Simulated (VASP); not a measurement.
Wanted: the native input for a VASP 6.6.1 run.

* Task: single point
* Functional: PBEsol
* Potentials or basis: VASP PAW PBE potentials, release 64 (Ir)
* Cutoff: 500 eV
* k mesh: 24 × 24 × 24
* Occupations: gaussian, width 0.1 eV
* Spin: no spin polarisation
* Dipole correction: no
* Further INCAR settings: ALGO = Normal; EDIFF = 1e-06; NBANDS = 10

The structure of Ir lies in POSCAR:

```
Ir
1.0
    0.0000000000      1.9895194890      2.0183149890
    1.9895194890      0.0000000000      2.0183149890
    1.9895194890      1.9895194890      0.0000000000
Ir
1
Direct
    0.0000000000      0.0000000000      0.0000000000
```

These files were run (other wordings do the same):

INCAR

```
SYSTEM = Ir
PREC = Accurate
ENCUT = 500
EDIFF = 1E-6
ISMEAR = 0
SIGMA = 0.1
LREAL = .FALSE.
LASPH = .TRUE.
NELM = 120
ALGO = Normal
ISIF = 2
LWAVE = .FALSE.
LCHARG = .FALSE.
GGA = PS
NBANDS = 10
GGA_COMPAT = .FALSE.
```

KPOINTS

```
Automatic mesh
0
G
  24 24 24
  0 0 0
```

Potentials or basis: VASP PAW PBE potentials, release 64 (Ir).

Launch:

```console
$ cat potpaw_PBE.64/Ir/POTCAR > POTCAR
$ mpirun -np 1 vasp_std > vasp.out
```

It gave:

| Item | Value |
| --- | --- |
| Pressure | -35.4 GPa |
| Band gap on the k mesh | zero (an odd number of electrons rules out a gap without spin polarisation) |

Caveat: the cell stands under tension; the PAW data sets were made with another functional, which shifts forces and pressure a little; spin-orbit coupling is left out, which moves the levels of the heavy elements.

It took 2.7 min on 1 thread of Intel(R) Xeon(R) Platinum 8259CL CPU @ 2.50GHz (Skylake/Cascade Lake), on a shared host, peak memory 0.29 GiB.
